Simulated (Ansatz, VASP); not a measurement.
Os in VASP and in Ansatz

Contents of INCAR:

```
SYSTEM = Os
  PREC = Accurate
  ENCUT = 520
  EDIFF = 1E-6
  ISMEAR = -1
  SIGMA = 0.1
  LREAL = .FALSE.
  LASPH = .TRUE.
  NELM = 80
  ALGO = Normal
  ISIF = 2
  LWAVE = .FALSE.
  LCHARG = .TRUE.
  GGA = RP
  LELF = .TRUE.
  LVHAR = .TRUE.
  NBANDS = 10
```

File KPOINTS:

```
regular mesh
0
G
  16 16 16
  0 0 0
```

File POSCAR:

```
Os
1.0
   -1.5310331560      1.5310331560      1.5310331560
    1.5310331560     -1.5310331560      1.5310331560
    1.5310331560      1.5310331560     -1.5310331560
Os
1
Direct
    0.0000000000      0.0000000000      0.0000000000
```

Input for Ansatz:

```yaml
crystal:
  lattice:
    - [-1.531033156, 1.531033156, 1.531033156]
    - [1.531033156, -1.531033156, 1.531033156]
    - [1.531033156, 1.531033156, -1.531033156]
  atoms:
    - { symbol: Os, position: [0.0, 0.0, 0.0] }
hamiltonian:
  xc: rpbe
  pseudopotentials:
    kind: paw
    azcp:
      Os: "pseudopotentials/Os.paw.azcp"
basis:
  ecutwfc: 420
  fft_grid_basis: typed
kpoints:
  mp_grid: { grid: [16, 16, 16], shift: [0, 0, 0] }
magnetization:
  spin_polarized: false
scf:
  occupations: { method: fermi_dirac, width: 0.1 }
  lower_state_search: "off"
output:
  stress: true
  write_density: true
  write_potential: true
  elf: true
  volumetric_format: npy
```

Alike in both runs: task single point; functional RPBE; k mesh 16 × 16 × 16; occupations fermi-dirac, width 0.1 eV; no spin polarisation.

```csv
,VASP,Ansatz
version,VASP 6.6.1,Ansatz 0.2.0
potentials or method,"VASP PAW PBE potentials, release 64 (Os), cutoff 520 eV","plane waves (420 eV) with PAW, scalar-relativistic"
valence electrons in the cell,8,16
```

VASP gave:

- pressure (GPa): 15.3

Problem. Estimate Ansatz's values.

Solution. Pressure (GPa): 15.2.

VASP's potentials were made for PBE, not for RPBE. VASP's potentials hold 8 valence electrons a cell and Ansatz's 16, so a difference there can come from the potentials and not from the codes.

Neither program's run includes spin-orbit coupling.
